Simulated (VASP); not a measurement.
A run of VASP 6.6.1 is set up as follows.

Contents of INCAR:

```
SYSTEM = ScGaC6N6
PREC = Accurate
ENCUT = 600
EDIFF = 1E-6
ISMEAR = 0
SIGMA = 0.1
LREAL = .False.
LASPH = .True.
NELM = 100
ALGO = Normal
ISIF = 3
LWAVE = .False.
LCHARG = .False.
GGA = PE
IBRION = 2
NSW = 90
EDIFFG = -0.04
```

KPOINTS

```
regular mesh
0
Gamma
  4 4 4
  0 0 0
```

POSCAR

```
ScGaC6N6
1.0
    0.0000000000      5.1860000000      5.1860000000
    5.1860000000      0.0000000000      5.1860000000
    5.1860000000      5.1860000000      0.0000000000
Sc Ga C N
1 1 6 6
Direct
    0.5000000000      0.5000000000      0.5000000000
    0.0000000000      0.0000000000      0.0000000000
    0.8172001500      0.1827998500      0.1827998500
    0.1827998500      0.8172001500      0.1827998500
    0.1827998500      0.1827998500      0.8172001500
    0.1827998500      0.8172001500      0.8172001500
    0.8172001500      0.1827998500      0.8172001500
    0.8172001500      0.8172001500      0.1827998500
    0.7043964500      0.2956035500      0.2956035500
    0.2956035500      0.7043964500      0.2956035500
    0.2956035500      0.2956035500      0.7043964500
    0.2956035500      0.7043964500      0.7043964500
    0.7043964500      0.2956035500      0.7043964500
    0.7043964500      0.7043964500      0.2956035500
```

Potentials or basis: VASP PAW PBE potentials, release 64 (Sc_sv, Ga_d, C, N).

Command:

```console
$ cat potpaw_PBE.64/Sc_sv/POTCAR potpaw_PBE.64/Ga_d/POTCAR potpaw_PBE.64/C/POTCAR potpaw_PBE.64/N/POTCAR > POTCAR
$ mpirun -np 1 vasp_std > vasp.out
```

(1) What does it give for the relaxed volume?

(2) What does it give for the relaxed cell?

(3) What does it give for the space group after relaxing (to 0.1 Å)?

## Answers

(1) 23.86 Å³/atom.

(2) a = 7.788 Å, b = 7.788 Å, c = 7.788 Å, α = 60.00°, β = 60.00°, γ = 60.00°.

(3) Fm-3m (No. 225).

Caveat: the volume moved by over 15 % at a fixed basis, so the end points are rough.
